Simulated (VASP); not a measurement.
Input of a VASP 6.6.1 run:

INCAR

```
ALGO     = Normal         # electronic algorithm
EDIFF    = 1E-6           # SCF threshold, eV
ENCUT    = 600            # plane-wave cutoff, eV
GGA      = PE             # functional
GGA_COMPAT= False        
ISIF     = 2              # what is computed and relaxed
ISMEAR   = 0              # smearing method
IVDW     = 12             # dispersion correction
LASPH    = True           # aspherical terms in the spheres
LCHARG   = False          # write CHGCAR
LREAL    = False          # projectors in reciprocal space
LWAVE    = False          # write WAVECAR
NBANDS   = 11             # bands
NELM     = 120            # most SCF steps
PREC     = Accurate       # precision mode
SIGMA    = 0.02           # smearing width, eV
```

KPOINTS

```
k-points
0
Gamma
  8 8 8
```

Contents of POSCAR:

```
BeS
1.0
    0.0000000000      2.4077236109      2.4077236109
    2.4077236109      0.0000000000      2.4077236109
    2.4077236109      2.4077236109      0.0000000000
Be S
1 1
Direct
    0.0000000000      0.0000000000      0.0000000000
    0.2500000000      0.2500000000      0.2500000000
```

Potentials or basis: VASP PAW PBE potentials, release 64 (Be, S).

Run with:

```sh
$ cat potpaw_PBE.64/Be/POTCAR potpaw_PBE.64/S/POTCAR > POTCAR
$ mpirun -np 1 vasp_std > vasp.out
```

(1) Estimate the pressure.

(2) Predict the band gap on the k mesh.

Results:

(1) 0.1 GPa.

(2) 3.06 eV, indirect (least direct gap 5.66 eV).
